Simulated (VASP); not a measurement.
# H3C5 in VASP: a series of runs, part 2 of 2

VASP 6.6.1.

### Step 3. Single point, PBE

Input file INCAR:

```
PREC = Accurate
ENCUT = 520
EDIFF = 1E-6
ISMEAR = 0
SIGMA = 0.02
LREAL = Auto
LASPH = True
NELM = 60
ALGO = Normal
ISIF = 2
LWAVE = False
LCHARG = False
GGA = PE
NBANDS = 68
```

Input file KPOINTS:

```
Automatic mesh
0
Gamma
  3 3 1
```

Input file POSCAR:

```
H3C5
1.0
    5.0487420000      0.0000000000      0.0000000000
    0.0000000000      5.0487420000      0.0000000000
    0.0000000000      0.0000000000     17.1355610000
H C
12 20
Direct
    0.4277867635      0.0000000000      0.0583581711
    0.0722132365      0.0000000000      0.0583581711
    0.9277867635      0.0000000000      0.0583581711
    0.5722132365      0.0000000000      0.0583581711
    0.4277867635      0.5000000000      0.0583581711
    0.0722132365      0.5000000000      0.0583581711
    0.9277867635      0.5000000000      0.0583581711
    0.5722132365      0.5000000000      0.0583581711
    0.7499850458      0.0606806606      0.3600518244
    0.2499993068      0.4973534001      0.3595365217
    0.7500161426      0.4188271058      0.3590808028
    0.7500060411      0.7420204875      0.3204945552
    0.2499999010      0.0000000000      0.0953981022
    0.7499999010      0.0000000000      0.0953981022
    0.2499999010      0.5000000000      0.0953981022
    0.7499999010      0.5000000000      0.0953981022
    0.2499999010      0.2499999010      0.1474828283
    0.7499999010      0.2499999010      0.1474828283
    0.2499999010      0.7499999010      0.1474828283
    0.7499999010      0.7499999010      0.1474828283
   -0.0049778737      0.2510084690      0.1976228266
    0.5049935212      0.2510118362      0.1976214844
    0.0060904281      0.7502623426      0.2012071271
    0.4939232387      0.7502631349      0.2012060183
    0.0029116164      0.0068632939      0.2535713304
    0.4970974948      0.0068755742      0.2535684709
    0.0009087412      0.4915808730      0.2530705589
    0.4991112638      0.4915818634      0.2530696836
    0.2500030701      0.0910319838      0.2977557023
    0.7500016836     -0.0034085719      0.2993617775
    0.2500084179      0.4123122156      0.3005486660
    0.7500145581      0.5060694327      0.3010525305
```

Potentials or basis: VASP PAW PBE potentials, release 64 (H, C).

Launch:

```sh
$ cat potpaw_PBE.64/H/POTCAR potpaw_PBE.64/C/POTCAR > POTCAR
$ mpirun -np 1 vasp_std > vasp.out
```

OUTCAR:

```text
PREC = Accurate
   ENCUT = 520
   EDIFF = 1E-6
   ISMEAR = 0
   LREAL = Auto
   LASPH = True
   NELM = 60
   ISIF = 2
   GGA = PE

 ion  position               nearest neighbor table
   1  0.428  0.000  0.058-   4 0.73  13 1.10
   2  0.072  0.000  0.058-   3 0.73  13 1.10
   3  0.928  0.000  0.058-   2 0.73  14 1.10
   4  0.572  0.000  0.058-   1 0.73  14 1.10
   5  0.428  0.500  0.058-   8 0.73  15 1.10
   6  0.072  0.500  0.058-   7 0.73  15 1.10
   7  0.928  0.500  0.058-   6 0.73  16 1.10
   8  0.572  0.500  0.058-   5 0.73  16 1.10
   9  0.750  0.061  0.360-  30 1.09
  10  0.250  0.497  0.360-  31 1.10
  11  0.750  0.419  0.359-  32 1.09
  12  0.750  0.742  0.320-  32 1.24  30 1.34
  13  0.250  0.000  0.095-   2 1.10   1 1.10  17 1.55  19 1.55
  14  0.750  0.000  0.095-   4 1.10   3 1.10  18 1.55  20 1.55
  15  0.250  0.500  0.095-   6 1.10   5 1.10  19 1.55  17 1.55
  16  0.750  0.500  0.095-   8 1.10   7 1.10  20 1.55  18 1.55
  17  0.250  0.250  0.147-  13 1.55  15 1.55  21 1.55  22 1.55
  18  0.750  0.250  0.147-  22 1.51  21 1.51  14 1.55  16 1.55
[... 8 lines left out ...]
  27  0.001  0.492  0.253-  32 1.51  21 1.54  31 1.55  23 1.58
  28  0.499  0.492  0.253-  32 1.51  22 1.54  31 1.55  24 1.58
  29  0.250  0.091  0.298-  25 1.52  26 1.52  31 1.62
  30  0.750  0.997  0.299-   9 1.09  12 1.34  25 1.50  26 1.50
  31  0.250  0.412  0.301-  10 1.10  27 1.55  28 1.55  29 1.62
  32  0.750  0.506  0.301-  11 1.09  12 1.24  27 1.51  28 1.51

  LATTYP: Found a simple tetragonal cell.
 ALAT       =     5.0487420000
 C/A-ratio  =     3.3940258781

  Lattice vectors:

 A1 = (   5.0487420000,   0.0000000000,   0.0000000000)
 A2 = (   0.0000000000,   5.0487420000,   0.0000000000)
 A3 = (   0.0000000000,   0.0000000000,  17.1355610000)

Analysis of symmetry for initial positions (statically):
=====================================================================
 Subroutine PRICEL returns:
 Original cell was already a primitive cell.
[... 185 lines left out ...]
  Thomas-Fermi vector in A             =   2.104482
   LORBIT       =      0    0 simple, 1 ext, 2 COOP (PROOUT), +10 PAW based schemes
   GGA     = PE    functional components
   LHFCALC =     F    Hartree Fock is set to
   AEXX    =    0.0000 exact exchange contribution
   IVDW    =     0    specifies the selected vdW correction
   LEPSILON=     F    determine dielectric tensor
   LRPA    =     F    only Hartree local field effects (RPA)
 non-spin polarized calculation
 Gauss-broadening in eV      SIGMA  =   0.02
  energy-cutoff  :      520.00
  volume of cell :      436.78
 maximum number of plane-waves:     11773
 NGX is ok and might be reduce to    40
   NGX = 19   NGY = 19   NGZ = 63

 number of electron      92.0000003 magnetization

 Free energy of the ion-electron system (eV)
  ---------------------------------------------------
  ext. energy  EPLUGINS =         0.00000000
  ---------------------------------------------------
  free energy    TOTEN  =      -206.75471298 eV

  energy without entropy =     -206.75471298  energy(sigma->0) =     -206.75471298

 E-fermi :   1.0651     XC(G=0):  -5.1423

 val. band max:        0.9603345331   @ k =   0.3333   0.0000   0.0000
 cond. band min:       1.2415164439   @ k =  -0.3333   0.3333   0.0000
 fundamental gap:      0.2811819108
 Fermi energy:         1.0651384100

 k-point     1 :       0.0000    0.0000    0.0000
  band No.  band energies     occupation
      1     -20.3052      2.00000
      2     -18.0084      2.00000
      3     -16.0757      2.00000
      4     -16.0523      2.00000
      5     -15.9197      2.00000
      6     -15.8588      2.00000
[... 294 lines left out ...]
     57       6.5731      0.00000
     58       6.7093      0.00000
 [bands above 58 left out]

------------------------ aborting loop because EDIFF is reached ----------------------------------------

  FORCE on cell =-STRESS in cart. coord.  units (eV):
  Direction    XX          YY          ZZ          XY          YZ          ZX
  --------------------------------------------------------------------------------------
  -------------------------------------------------------------------------------------
  Total       69.7471148      2.3715620     -3.9972478      0.0003361     -0.0148675     -0.0029007
  in kB      255.8421794      8.6992215    -14.6624643      0.0012328     -0.0545362     -0.0106400
  external PRESSURE =      83.2929789 kB  Pullay stress =       0.0000000 kB

 VOLUME and BASIS-vectors are now :
 -----------------------------------------------------------------------------
  energy-cutoff  :      520.00
  volume of cell :      436.78
      direct lattice vectors                 reciprocal lattice vectors
     5.048742000  0.000000000  0.000000000     0.198069143  0.000000000  0.000000000
     0.000000000  5.048742000  0.000000000     0.000000000  0.198069143  0.000000000
     0.000000000  0.000000000 17.135561000     0.000000000  0.000000000  0.058358171

 POSITION                                       TOTAL-FORCE (eV/Angst)
 -----------------------------------------------------------------------------------
      2.15978      0.00000      1.00000        -8.852578     -0.001941      0.049240
      0.36459      0.00000      1.00000         8.852477     -0.001932      0.049249
      4.68416      0.00000      1.00000        -8.839599     -0.031460      0.054557
      2.88896      0.00000      1.00000         8.839472     -0.031484      0.054566
      2.15978      2.52437      1.00000        -8.831416      0.007872      0.035746
      0.36459      2.52437      1.00000         8.831332      0.007884      0.035705
[... 24 lines left out ...]
      1.26223      2.08166      5.15007         0.000014     -0.004817      0.007470
      3.78663      2.55501      5.15870        -0.000783     -0.015097      0.021692
 -----------------------------------------------------------------------------------
    total drift:                                0.000903     -0.008008     -0.027903

  FREE ENERGIE OF THE ION-ELECTRON SYSTEM (eV)
  ---------------------------------------------------
  free  energy   TOTEN  =      -206.7547129754 eV

  energy  without entropy=     -206.7547129754  energy(sigma->0) =     -206.75471298
```

stdout:

```text
POSCAR found type information on POSCAR H C
 POSCAR found :  2 types and      32 ions
 scaLAPACK will be used
 LDA part: xc-table for (Slater+PW92), standard interpolation
 POSCAR, INCAR and KPOINTS ok, starting setup
 FFT: planning ... GRIDC
 FFT: planning ... GRID_SOFT
 FFT: planning ... GRID
 WAVECAR not read
 entering main loop
```

It took 10 min on 1 thread of AMD EPYC 7R13, shared host; peak memory 0.47 GiB.

What came out:

| Item | Value |
| --- | --- |
| Free energy | -206.7547 eV |
| Largest force | 8.853 eV/Å |
| Band gap on the k mesh | 0.28 eV (least direct gap 0.51 eV) |

Forces in eV/Å, atoms in the order of the input:
```
H   -8.853 -0.002  0.049
H    8.852 -0.002  0.049
H   -8.840 -0.031  0.055
H    8.839 -0.031  0.055
H   -8.831  0.008  0.036
H    8.831  0.008  0.036
H   -8.817  0.029  0.042
H    8.817  0.029  0.042
H    0.000  0.005  0.022
H    0.000  0.007  0.018
H    0.000 -0.006  0.018
H    0.000  0.009  0.004
C    0.000  0.032  0.923
C    0.000 -0.095  0.919
C    0.000 -0.040  0.984
C    0.000  0.111  0.975
C    0.001 -0.014 -1.558
C    0.001 -0.090 -2.233
C    0.001  0.022 -0.633
C    0.001  0.073  0.121
C    0.010 -0.005  0.002
C   -0.011 -0.004  0.002
C   -0.009  0.000  0.006
C    0.007  0.001  0.007
C    0.007 -0.014 -0.008
C   -0.007 -0.016 -0.007
C    0.005  0.015 -0.003
C   -0.005  0.015 -0.002
C    0.001  0.002  0.023
C    0.000  0.004  0.027
C    0.000 -0.005  0.007
C   -0.001 -0.015  0.022
```

### Step 4. Single point, PBE

Input file INCAR:

```
PREC = Accurate ; ENCUT = 520
EDIFF = 1E-6 ; ISMEAR = 0
SIGMA = 0.02 ; LREAL = Auto
LASPH = T ; NELM = 80
ALGO = Normal ; ISIF = 2
LWAVE = F ; LCHARG = F
GGA = PE ; NBANDS = 68
```

KPOINTS is that of step 3.

Input file POSCAR:

```
H3C5
1.0
    5.0487420000      0.0000000000      0.0000000000
    0.0000000000      5.0487420000      0.0000000000
    0.0000000000      0.0000000000     17.1355610000
H C
12 20
Direct
    0.4277867635      0.0000000000      0.0583581711
    0.0722132365      0.0000000000      0.0583581711
    0.9277867635      0.0000000000      0.0583581711
    0.5722132365      0.0000000000      0.0583581711
    0.4277867635      0.5000000000      0.0583581711
    0.0722132365      0.5000000000      0.0583581711
    0.9277867635      0.5000000000      0.0583581711
    0.5722132365      0.5000000000      0.0583581711
    0.7474618430      0.4770639894      0.3630570368
    0.2502962124      0.4972438679      0.3602799465
    0.7498204503      0.7882557675      0.3244323895
    0.7506705631      1.1148175130      0.3544618119
    0.2500000990      0.0000000000      0.0953981022
    0.7500000990      0.0000000000      0.0953981022
    0.2500000990      0.5000000000      0.0953981022
    0.7500000990      0.5000000000      0.0953981022
    0.2500000990      0.2500000990      0.1474827699
    0.7500000990      0.2500000990      0.1474827699
    0.2500000990      0.7500000990      0.1474827699
    0.7500000990      0.7500000990      0.1474827699
   -0.0049364772      0.2515854445      0.1975835515
    0.5048217952      0.2517108222      0.1975448017
    0.0059093929      0.7533221147      0.2012862608
    0.4939081854      0.7532892352      0.2012894705
    0.0028854713      0.0095819909      0.2528297731
    0.4972373316      0.0097941230      0.2528325743
    0.0000342660      0.4933937999      0.2539420799
    0.4998060903      0.4936588164      0.2538086731
    0.2501124042      0.0925511741      0.2976238128
    0.7501133946      0.0013629138      0.3002076792
    0.2500407032      0.4138454688      0.3010916888
    0.7500939838      0.5040453642      0.3000707126
```

Launch:

```sh
$ cat potpaw_PBE.64/H/POTCAR potpaw_PBE.64/C/POTCAR > POTCAR
$ mpirun -np 1 vasp_std > vasp.out
```

Run time: 11 min. Hardware: 1 thread of AMD EPYC 7R13, shared host; peak memory 0.47 GiB.

It converged, with:

* Free energy: -206.6582 eV
* Largest force: 8.847 eV/Å
* Band gap on the k mesh: 0.24 eV (least direct gap 0.47 eV)

Forces in eV/Å, atoms in the order of the input:
```
H   -8.833  0.001  0.036
H    8.834  0.001  0.036
H   -8.824 -0.026  0.045
H    8.824 -0.026  0.045
H   -8.847  0.016  0.046
H    8.847  0.017  0.046
H   -8.831  0.042  0.049
H    8.831  0.041  0.050
H    0.053 -0.264  0.008
H   -0.003  0.009  0.018
H    0.006 -0.252  0.008
H   -0.010 -0.149 -0.037
C   -0.003  0.039  0.952
C    0.001 -0.092  0.941
C   -0.001 -0.030  0.949
C    0.004  0.131  0.948
C   -0.009  0.225 -1.584
C   -0.005  0.110 -2.251
C   -0.011  0.076 -0.587
C   -0.008  0.170  0.135
C    0.018 -0.002 -0.002
C    0.001 -0.004  0.003
C    0.002 -0.066  0.027
C    0.025 -0.038  0.017
C   -0.011  0.013 -0.001
C    0.008  0.000 -0.004
C    0.043  0.063 -0.048
C    0.006  0.040 -0.027
C   -0.009 -0.004  0.050
C   -0.002  0.013  0.020
C    0.006 -0.019  0.001
C   -0.101 -0.034  0.110
```

Levels at points of the mesh, in eV from the valence-band top:
| k point | band 42 | band 43 | band 44 | band 45 | band 46 | band 47 | band 48 | band 49 | band 50 | band 51 |
| --- | --- | --- | --- | --- | --- | --- | --- | --- | --- | --- |
| (0.00, 0.00, 0.00) | -2.99 | -2.70 | -0.83 | -0.34 | -0.16 | 1.52 | 1.73 | 2.45 | 3.51 | 3.63 |
